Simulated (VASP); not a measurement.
A run of VASP 6.6.1:

Contents of INCAR:

```
SYSTEM = Ru2C
ALGO     = Normal         ! electronic algorithm
EDIFF    = 1E-6           ! SCF threshold, eV
ENCUT    = 600            ! plane-wave cutoff, eV
GGA      = PE             ! functional
GGA_COMPAT= .False.      
ISIF     = 2              ! what is computed and relaxed
ISMEAR   = 0              ! smearing method
LASPH    = .True.         ! aspherical terms in the spheres
LCHARG   = .False.        ! write CHGCAR
LREAL    = .False.        ! projectors in reciprocal space
LWAVE    = .False.        ! write WAVECAR
NBANDS   = 23             ! bands
NELM     = 120            ! most SCF steps
PREC     = Accurate       ! precision mode
SIGMA    = 0.1            ! smearing width, eV
```

Contents of KPOINTS:

```
k-points
0
Gamma
  6 6 6
  0 0 0
```

POSCAR

```
Ru2C
1.0
    1.5028977383      0.8676984138      4.4309751181
   -1.5028977383      0.8676984138      4.4309751181
    0.0000000000     -1.7353968275      4.4309751181
Ru C
2 1
Direct
    0.2479435920      0.2479435920      0.2479435920
    0.7520564080      0.7520564080      0.7520564080
    0.0000000000      0.0000000000      0.0000000000
```

Potentials or basis: VASP PAW PBE potentials, release 64 (Ru_pv, C).

Command:

```console
$ cat potpaw_PBE.64/Ru_pv/POTCAR potpaw_PBE.64/C/POTCAR > POTCAR
$ mpirun -np 1 vasp_std > vasp.out
```

Hardware: 1 thread of Intel Xeon 8259CL, with other jobs on the host.

Problem. How long does it take, and how much memory?

Solution. Wall time 120 s on 1 thread of Intel Xeon 8259CL, on a shared host, peak memory 0.25 GiB. Counts: scf iterations 13, k points 32.
